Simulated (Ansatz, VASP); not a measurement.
Two plane-wave programs on C

File INCAR:

```
PREC = Accurate
ENCUT = 520
EDIFF = 1E-6
ISMEAR = 0
SIGMA = 0.01
LREAL = False
LASPH = True
NELM = 60
ALGO = Normal
ISIF = 2
LWAVE = False
LCHARG = False
GGA = PE
NBANDS = 11
```

Contents of KPOINTS:

```
Automatic mesh
0
Gamma
  6 6 6
```

The input POSCAR:

```
C
1.0
    0.0431578296      1.7728254035      1.8375371896
    1.7872113467      0.0217835726      1.8589114466
    1.7978136171      1.8048019309      0.0111813021
C
2
Direct
    0.9890900000      0.0144100000      0.9995700000
    0.2429700000      0.2311100000      0.2736800000
```

Input for Ansatz:

```yaml
crystal:
  lattice:
    - [0.04315782958198588, 1.772825403502075, 1.8375371896113586]
    - [1.7872113466960702, 0.021783572553294744, 1.8589114466400496]
    - [1.7978136171138517, 1.8048019309485475, 0.011181302135513342]
  atoms:
    - { symbol: C, position: [0.98909, 0.01441, 0.99957] }
    - { symbol: C, position: [0.24297, 0.23111, 0.27368] }
basis:
  ecutwfc: 540.0
  xc_grid: 2
kpoints:
  mp_grid:
    grid: [6, 6, 6]
scf:
  convergence:
    dr2_threshold: 1.0e-09
  occupations:
    method: fixed
output:
  forces: true
  stress: true
```

Alike in both runs: task single point; functional PBE; k mesh 6 × 6 × 6; no spin polarisation.

```csv
,VASP,Ansatz
version,VASP 6.6.1,Ansatz 0.2.0
potentials or method,"VASP PAW PBE potentials, release 64 (C), cutoff 520 eV","plane waves, PAW"
occupations,"gaussian, width 0.01 eV",fixed
valence electrons in the cell,8,8
```

```tsv
	VASP	Ansatz	Ansatz less VASP
pressure (GPa)	-5.1	-5.7	-0.59
traceless stress, the component that is largest in VASP (GPa)	-23.96	-23.97	-0.016
rms of the force components (eV/Å)	1.411	1.406	-0.0051
```

Atom by atom the forces differ by 0.006 eV/Å (rms over components). Ansatz's warnings: stress scf threshold loose.

The k mesh is coarse, so the values compare programs but aren't converged.
